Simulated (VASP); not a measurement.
# Cu (P6_3/mmc) in VASP: a series of runs, part 2 of 2

VASP 6.6.1. Earlier steps stand in the parts before.

## Step 3: Single point, PBEsol

This run uses another cell than the first one, of 10.83 Å³/atom, 1.029 times its volume.

Input file INCAR:

```
SYSTEM = Cu
  PREC = Accurate
  ENCUT = 520
  EDIFF = 1E-7
  ISMEAR = -1
  SIGMA = 0.15
  LREAL = .False.
  LASPH = .True.
  NELM = 80
  ALGO = Normal
  ISIF = 2
  LWAVE = .False.
  LCHARG = .False.
  GGA = PS
  NBANDS = 18
```

Input file KPOINTS:

```
regular mesh
0
Gamma
  10 10 6
  0 0 0
```

Input file POSCAR:

```
Cu
1.0
    2.4882205543      0.0000000000      0.0000000000
   -1.2441102722      2.1548622084      0.0000000000
    0.0000000000      0.0000000000      4.0381189141
Cu
2
Direct
    0.3333333333      0.6666666667      0.2500000000
    0.6666666667      0.3333333333      0.7500000000
```

Potentials or basis: VASP PAW PBE potentials, release 64 (Cu).

Run with:

```sh
cat potpaw_PBE.64/Cu/POTCAR > POTCAR
mpirun -np 1 vasp_std > vasp.out
```

OUTCAR:

```text
SYSTEM = Cu
   PREC = Accurate
   ENCUT = 520
   EDIFF = 1E-7
   ISMEAR = -1
   LREAL = .False.
   LASPH = .True.
   NELM = 80
   ISIF = 2
   GGA = PS

 ion  position               nearest neighbor table
   1  0.333  0.667  0.250-   2 2.48   2 2.48   2 2.48   2 2.48   2 2.48   2 2.48
   2  0.667  0.333  0.750-   1 2.48   1 2.48   1 2.48   1 2.48   1 2.48   1 2.48

  LATTYP: Found a hexagonal cell.
 ALAT       =     2.4882205543
 C/A-ratio  =     1.6228942837

  Lattice vectors:

 A1 = (   2.4882205543,   0.0000000000,   0.0000000000)
 A2 = (  -1.2441102722,   2.1548622084,   0.0000000000)
 A3 = (   0.0000000000,   0.0000000000,   4.0381189141)

Analysis of symmetry for initial positions (statically):
=====================================================================
 Subroutine PRICEL returns:
 Original cell was already a primitive cell.

 Routine SETGRP: Setting up the symmetry group for a
 hexagonal supercell.

 Subroutine GETGRP returns: Found 24 space group operations
 (whereof 12 operations were pure point group operations)
 out of a pool of 24 trial point group operations.

The static configuration has the point symmetry D_3d.
 The point group associated with its full space group is D_6h.

Analysis of symmetry for dynamics (positions and initial velocities):
=====================================================================
 Subroutine PRICEL returns:
 Original cell was already a primitive cell.

 Routine SETGRP: Setting up the symmetry group for a
 hexagonal supercell.

 Subroutine GETGRP returns: Found 24 space group operations
 (whereof 12 operations were pure point group operations)
 out of a pool of 24 trial point group operations.

The dynamic configuration has the point symmetry D_3d.
 The point group associated with its full space group is D_6h.

 Subroutine INISYM returns: Found 24 space group operations
 (whereof 12 operations are pure point group operations),
 and found     1 'primitive' translations

----------------------------------------------------------------------------------------

                                     Primitive cell

  volume of cell :      21.6515

  direct lattice vectors                    reciprocal lattice vectors
     2.488220554  0.000000000  0.000000000     0.401893634  0.232033397  0.000000000
    -1.244110272  2.154862208  0.000000000     0.000000000  0.464066796  0.000000000
     0.000000000  0.000000000  4.038118914     0.000000000  0.000000000  0.247640057

  length of vectors
     2.488220554  2.488220550  4.038118914     0.464066795  0.464066796  0.247640057

  position of ions in fractional coordinates (direct lattice)
     0.333333333  0.666666667  0.250000000
     0.666666667  0.333333333  0.750000000

  ion indices of the primitive-cell ions
   primitive index   ion index
                 1           1
                 2           2

----------------------------------------------------------------------------------------

 KPOINTS: regular mesh

Automatic generation of k-mesh.
 Grid dimensions read from file:
 generate k-points for:   10   10    6

 Generating k-lattice:

  Cartesian coordinates                     Fractional coordinates (reciprocal lattice)
     0.040189363  0.023203340  0.000000000     0.100000000 -0.000000000  0.000000000
     0.000000000  0.046406680  0.000000000     0.000000000  0.100000000  0.000000000
     0.000000000  0.000000000  0.041273343     0.000000000  0.000000000  0.166666667

  Length of vectors
     0.046406679  0.046406680  0.041273343

  Shift w.r.t. Gamma in fractional coordinates (k-lattice)
     0.000000000  0.000000000  0.000000000

 Subroutine IBZKPT returns following result:
 ===========================================

 Found     56 irreducible k-points:

 Following reciprocal coordinates:
            Coordinates               Weight
  0.000000  0.000000  0.000000      1.000000
  0.100000  0.000000  0.000000      6.000000
  0.200000  0.000000  0.000000      6.000000
  0.300000 -0.000000  0.000000      6.000000
  0.400000 -0.000000  0.000000      6.000000
  0.500000  0.000000  0.000000      3.000000
[... 16 lines left out ...]
  0.300000  0.100000  0.166667     24.000000
  0.400000  0.100000  0.166667     24.000000
 [... further k-points ...]
   k-points           NKPTS =     56   k-points in BZ     NKDIM =     56   number of bands    NBANDS=     18
   number of dos      NEDOS =    301   number of ions     NIONS =      2
   total plane-waves  NPLWV =  12000
   dimension x,y,z NGX =    20 NGY =   20 NGZ =   30
   dimension x,y,z NGXF=    40 NGYF=   40 NGZF=   60
   ions per type =               2
   NGX,Y,Z   is equivalent  to a cutoff of  13.36, 13.36, 12.35 a.u.
   NGXF,Y,Z  is equivalent  to a cutoff of  26.73, 26.73, 24.70 a.u.
 SYSTEM =  Cu
   PREC   = accura    normal or accurate (medium, high low for compatibility)
   ISTART =      0    job   : 0-new  1-cont  2-samecut
   ICHARG =      2    charge: 1-file 2-atom 10-const
   ISPIN  =      1    spin polarized calculation?
   LNONCOLLINEAR =      F non collinear calculations
   LSORBIT =      F    spin-orbit coupling
   LASPH  =      T    aspherical Exc in radial PAW
   ENCUT  =  520.0 eV  38.22 Ry    6.18 a.u.   4.63  4.63  7.51*2*pi/ulx,y,z
   NELM   =     80;   NELMIN=  2; NELMDL= -5     # of ELM steps
   EDIFF  = 0.1E-06   stopping-criterion for ELM
   LREAL  =      F    real-space projection
   EDIFFG = 0.1E-05   stopping-criterion for IOM
   NSW    =      0    number of steps for IOM
   IBRION =     -1    ionic relax: 0-MD 1-quasi-New 2-CG
   NFREE  =      0    steps in history (QN), initial steepest desc. (CG)
   ISIF   =      2    stress and relaxation
   ISYM   =      2    0-nonsym 1-usesym 2-fastsym
   POTIM  = 0.5000    time-step for ionic-motion
   TEBEG  =    0.0;   TEEND  =   0.0 temperature during run
   PSTRESS=    0.0 pullay stress
   NELECT =      22.0000    total number of electrons
   NUPDOWN=      -1.0000    fix difference up-down
   EMIN   =  10.00;   EMAX   =-10.00  energy-range for DOS
   EFERMI =   0.00;   METHOD = LEGACY
   ISMEAR =    -1;   SIGMA  =   0.15  broadening in eV -4-tet -1-fermi 0-gaus
   EFERMI_NEDOS =   21; number of points for ismear=-14 and -15
   IALGO  =     38    algorithm
   IMIX   =      4    mixing-type and parameters
     AMIX     =   0.40;   BMIX     =  1.00
     AMIX_MAG =   1.60;   BMIX_MAG =  1.00
  volume/ion in A,a.u.               =      10.83        73.06
  Fermi-wavevector in a.u.,A,eV,Ry     =   1.645836  3.110179 36.855138  2.708776
  Thomas-Fermi vector in A             =   2.735566
   LORBIT       =      0    0 simple, 1 ext, 2 COOP (PROOUT), +10 PAW based schemes
   GGA     = PS    functional components
   LHFCALC =     F    Hartree Fock is set to
   AEXX    =    0.0000 exact exchange contribution
   IVDW    =     0    specifies the selected vdW correction
   LEPSILON=     F    determine dielectric tensor
   LRPA    =     F    only Hartree local field effects (RPA)
 non-spin polarized calculation
  energy-cutoff  :      520.00
  volume of cell :       21.65
 maximum number of plane-waves:       594
 NGX is ok and might be reduce to    20
   NGX =  9   NGY =  9   NGZ = 15

 number of electron      22.0000002 magnetization

 Free energy of the ion-electron system (eV)
  ---------------------------------------------------
  ext. energy  EPLUGINS =         0.00000000
  ---------------------------------------------------
  free energy    TOTEN  =        -8.58025523 eV

  energy without entropy =       -8.52420939  energy(sigma->0) =       -8.55223231

 E-fermi :   8.4662     XC(G=0): -13.4248

 val. band max:        8.4553543414   @ k =   0.3000  -0.0000   0.3333
 cond. band min:       8.4906580590   @ k =   0.5000   0.0000   0.0000
 fundamental gap:      0.0353037176
 Fermi energy:         8.4661951853

 k-point     1 :       0.0000    0.0000    0.0000
  band No.  band energies     occupation
      1      -1.5490      2.00000
      2       2.9218      2.00000
      3       5.2294      2.00000
      4       5.2737      2.00000
      5       5.2737      2.00000
      6       5.5194      2.00000
[... 10 lines left out ...]
     17      33.0607      0.00000
     18      33.0609      0.00000

 k-point     2 :       0.1000    0.0000    0.0000
  band No.  band energies     occupation
      1      -1.2073      2.00000
      2       3.1173      2.00000
      3       5.0329      2.00000
      4       5.4054      2.00000
      5       5.4128      2.00000
      6       5.4816      2.00000
[... 10 lines left out ...]
     17      33.6965      0.00000
     18      34.2524      0.00000
[... 442 lines left out ...]
 k-point    24 :       0.4000    0.1000    0.1667
  band No.  band energies     occupation
      1       3.1350      2.00000
      2       3.6316      2.00000
      3       4.0304      2.00000
      4       4.4826      2.00000
      5       5.1455      2.00000
      6       5.6147      2.00000
[... 10 lines left out ...]
     17      23.6381      0.00000
     18      26.6272      0.00000

 [... further k-points ...]
[... 5 lines left out ...]
  --------------------------------------------------------------------------------------
  -------------------------------------------------------------------------------------
  Total        1.2107104      1.2107104      1.3881844      0.0000000     -0.0000000      0.0000000
  in kB       89.5907919     89.5907917    102.7236038      0.0000002     -0.0000000      0.0000000
  external PRESSURE =      93.9683958 kB  Pullay stress =       0.0000000 kB

 VOLUME and BASIS-vectors are now :
 -----------------------------------------------------------------------------
  energy-cutoff  :      520.00
  volume of cell :       21.65
      direct lattice vectors                 reciprocal lattice vectors
     2.488220554  0.000000000  0.000000000     0.401893634  0.232033397  0.000000000
    -1.244110272  2.154862208  0.000000000     0.000000000  0.464066796  0.000000000
     0.000000000  0.000000000  4.038118914     0.000000000  0.000000000  0.247640057

 POSITION                                       TOTAL-FORCE (eV/Angst)
 -----------------------------------------------------------------------------------
      0.00000      1.43657      1.00953         0.000000     -0.000000      0.000000
      1.24411      0.71829      3.02859        -0.000000      0.000000     -0.000000
 -----------------------------------------------------------------------------------
    total drift:                               -0.000000      0.000000     -0.000000

  FREE ENERGIE OF THE ION-ELECTRON SYSTEM (eV)
  ---------------------------------------------------
  free  energy   TOTEN  =        -8.5802552335 eV

  energy  without entropy=       -8.5242093940  energy(sigma->0) =       -8.55223231
```

It took 12 s on 1 thread of Intel Xeon Platinum 8488C (Sapphire Rapids), shared host; peak memory 0.14 GiB.

What came out:

* Free energy: -8.5803 eV
* Pressure: 9.4 GPa
* Band gap on the k mesh: zero (band 11 reaches 11.72 eV, above the bottom of band 12 at 6.44 eV)

Stress tensor (GPa, compression positive):
```
 8.96  0.00  0.00
 0.00  8.96  0.00
 0.00  0.00 10.27
```

Levels at points of the mesh, in eV from the Fermi level:
```tsv
k point	band 8	band 9	band 10	band 11	band 12	band 13	band 14	band 15
(0.00, 0.00, 0.00)	-2.64	-2.64	-1.77	-1.77	-1.18	4.34	22.01	22.96
(0.50, 0.00, 0.00)	-1.68	-1.60	-1.56	0.02	1.75	8.23	8.73	11.30
(0.00, 0.00, 0.50)	-3.24	-2.02	-2.02	-2.02	-2.02	13.39	13.39	22.75
(0.50, 0.00, 0.50)	-1.99	-1.60	-1.60	0.42	0.42	5.35	5.35	16.97
```

Caveat: the PAW data sets were made with another functional, which shifts forces and pressure a little.

## Step 4: Single point, PBEsol

This run uses another cell than the first one, of 11.13 Å³/atom, 1.058 times its volume.

Input file INCAR:

```
PREC = Accurate
ENCUT = 520
EDIFF = 1E-6
ISMEAR = -1
SIGMA = 0.15
LREAL = F
LASPH = T
NELM = 100
ALGO = Normal
ISIF = 2
LWAVE = F
LCHARG = F
GGA = PS
NBANDS = 18
```

Input file KPOINTS:

```
Automatic mesh
0
Gamma
  10 10 6
```

Input file POSCAR:

```
Cu
1.0
    2.5113681213      0.0000000000      0.0000000000
   -1.2556840557      2.1749085894      0.0000000000
    0.0000000000      0.0000000000      4.0756849682
Cu
2
Direct
    0.3333333333      0.6666666667      0.2500000000
    0.6666666667      0.3333333333      0.7500000000
```

Run with:

```sh
cat potpaw_PBE.64/Cu/POTCAR > POTCAR
mpirun -np 1 vasp_std > vasp.out
```

It took 11 s on 1 thread of Intel Xeon Platinum 8488C (Sapphire Rapids), shared host; peak memory 0.14 GiB.

The run converged. Its results:

| Item | Value |
| --- | --- |
| Free energy | -8.6059 eV |
| Pressure | 3.9 GPa |
| Band gap on the k mesh | zero (band 11 reaches 11.29 eV, above the bottom of band 12 at 6.11 eV) |

Stress tensor (GPa, compression positive):
```
3.56 0.00 0.00
0.00 3.56 0.00
0.00 0.00 4.68
```

Levels at points of the mesh, in eV from the Fermi level:
```
           k point  band 9  band 10  band 11  band 12  band 13  band 14
(0.00, 0.00, 0.00)   -2.57    -1.74    -1.74    -1.09     4.19    21.79
(0.50, 0.00, 0.00)   -1.57    -1.53     0.03     1.70     8.09     8.55
(0.00, 0.00, 0.50)   -1.98    -1.98    -1.98    -1.98    13.15    13.15
(0.50, 0.00, 0.50)   -1.58    -1.58     0.45     0.45     5.19     5.19
```

Caveat: the PAW data sets were made with another functional, which shifts forces and pressure a little.

## Step 5: Single point, PBEsol

This run uses another cell than the first one, of 11.44 Å³/atom, 1.087 times its volume.

Input file INCAR:

```
SYSTEM = Cu
PREC     = Accurate       ! precision mode
ENCUT    = 520            ! plane-wave cutoff, eV
EDIFF    = 1E-6           ! SCF threshold, eV
ISMEAR   = -1             ! smearing method
SIGMA    = 0.15           ! smearing width, eV
LREAL    = .FALSE.        ! projectors in reciprocal space
LASPH    = .TRUE.         ! aspherical terms in the spheres
NELM     = 60             ! most SCF steps
ALGO     = Normal         ! electronic algorithm
ISIF     = 2              ! what is computed and relaxed
LWAVE    = .FALSE.        ! write WAVECAR
LCHARG   = .FALSE.        ! write CHGCAR
GGA      = PS             ! functional
NBANDS   = 18             ! bands
```

Input file KPOINTS:

```
regular mesh
0
G
  10 10 6
  0 0 0
```

Input file POSCAR:

```
Cu
1.0
    2.5340966700      0.0000000000      0.0000000000
   -1.2670483300      2.1945920900      0.0000000000
    0.0000000000      0.0000000000      4.1125710000
Cu
2
Direct
    0.3333333333      0.6666666667      0.2500000000
    0.6666666667      0.3333333333      0.7500000000
```

Run with:

```sh
cat potpaw_PBE.64/Cu/POTCAR > POTCAR
mpirun -np 1 vasp_std > vasp.out
```

It took 12 s on 1 thread of Intel Xeon Platinum 8488C (Sapphire Rapids), shared host; peak memory 0.14 GiB.

The run converged. Its results:

| Item | Value |
| --- | --- |
| Free energy | -8.6125 eV |
| Pressure | -0.6 GPa |
| Band gap on the k mesh | zero (band 11 reaches 10.89 eV, above the bottom of band 12 at 5.81 eV) |

Stress tensor (GPa, compression positive):
```
-0.96  0.00  0.00
 0.00 -0.96  0.00
 0.00  0.00 -0.02
```

Levels at points of the mesh, in eV from the Fermi level:
```
           k point  band 7  band 8  band 9  band 10  band 11  band 12  band 13  band 14  band 15  band 16
(0.00, 0.00, 0.00)   -2.79   -2.51   -2.51    -1.70    -1.70    -1.01     4.05    21.58    22.10    22.10
(0.50, 0.00, 0.00)   -2.74   -1.62   -1.55    -1.51     0.03     1.64     7.96     8.38    10.94    11.38
(0.00, 0.00, 0.50)   -3.06   -3.06   -1.94    -1.94    -1.94    -1.94    12.91    12.91    22.28    22.28
(0.50, 0.00, 0.50)   -1.90   -1.90   -1.55    -1.55     0.48     0.48     5.03     5.03    16.38    16.38
```

Caveat: the PAW data sets were made with another functional, which shifts forces and pressure a little.

## Step 6: Summary

```tsv
cell	gap on the mesh (eV)	pressure (GPa)
a = 2.465, b = 2.465, c = 4.000 Å, angles 90.0, 90.0, 120.0°, 2 atoms	none	15.7
a = 2.488, b = 2.488, c = 4.038 Å, angles 90.0, 90.0, 120.0°, 2 atoms	none	9.4
a = 2.511, b = 2.511, c = 4.076 Å, angles 90.0, 90.0, 120.0°, 2 atoms	none	3.9
a = 2.534, b = 2.534, c = 4.113 Å, angles 90.0, 90.0, 120.0°, 2 atoms	none	-0.6
```

Alike in all rows: task single point; level PBEsol; potentials or basis VASP PAW PBE potentials, release 64 (Cu); no spin polarisation; k mesh 10 × 10 × 6; cutoff (eV) 520; smearing fermi-dirac 0.15 eV.

Caveats: the PAW data sets were made with another functional, which shifts forces and pressure a little.

Absolute energies hang on the potentials; compare differences alone.
